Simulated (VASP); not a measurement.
Set up this calculation in VASP 6.6.1, as the native input.

```yaml
Task: single point
Functional: PBEsol
Potentials_or_basis: VASP PAW PBE potentials, release 64 (Co, Si)
Cutoff: 520 eV
k_mesh: 14 × 14 × 14
Occupations: gaussian, width 0.15 eV
Spin: collinear spin, ferromagnetic start
Starting_moments: "[0.275, 0.0, 0.0] μB"
Fixed_moment: 0.275 μB
Dipole_correction: no
Further_INCAR_settings: ALGO = Normal; EDIFF = 1e-07; NBANDS = 20
```

The structure of CoSi2 lies in POSCAR:

```
CoSi2
1.0
    0.0000000000      2.5835250176      2.5835250176
    2.5835250176      0.0000000000      2.5835250176
    2.5835250176      2.5835250176      0.0000000000
Co Si
1 2
Direct
    0.0000000000      0.0000000000      0.0000000000
    0.2500000000      0.2500000000      0.2500000000
    0.7500000000      0.7500000000      0.7500000000
```

These files were run (other wordings do the same):

INCAR

```
PREC     = Accurate       # precision mode
ENCUT    = 520            # plane-wave cutoff, eV
EDIFF    = 1E-7           # SCF threshold, eV
ISMEAR   = 0              # smearing method
SIGMA    = 0.15           # smearing width, eV
LREAL    = F              # projectors in reciprocal space
LASPH    = T              # aspherical terms in the spheres
NELM     = 150            # most SCF steps
ALGO     = Normal         # electronic algorithm
ISIF     = 2              # what is computed and relaxed
LWAVE    = F              # write WAVECAR
LCHARG   = T              # write CHGCAR
ISPIN    = 2              # spin polarisation
MAGMOM   = 0.275 0 0      # initial moments
LORBIT   = 11             # projections on sites
NUPDOWN  = 0.275          # fixed moment
LMAXMIX  = 4              # l up to which the mixer works
GGA      = PS             # functional
LELF     = T              # ELF
LVHAR    = T            
NBANDS   = 20             # bands
```

KPOINTS

```
Automatic mesh
0
Gamma
  14 14 14
```

Potentials or basis: VASP PAW PBE potentials, release 64 (Co, Si).

Command:

```bash
$ cat potpaw_PBE.64/Co/POTCAR potpaw_PBE.64/Si/POTCAR > POTCAR
$ mpirun -np 1 vasp_std > vasp.out
```

Results of the run:

The pressure is 19.9 GPa. The net moment is 0.28 μB per cell and the site moments are Co +0.17; Si +0.02 μB. The valence electrons inside the program's atomic spheres are Co 9.19; Si 1.67.

Caveat: the cell stands under pressure; the PAW data sets were made with another functional, which shifts forces and pressure a little; the total moment is fixed, so each spin has its own Fermi level and the state may be an excited one.

Wall time 3.8 min on 1 thread of Intel Xeon 8259CL (shared host), peak memory 0.25 GiB.
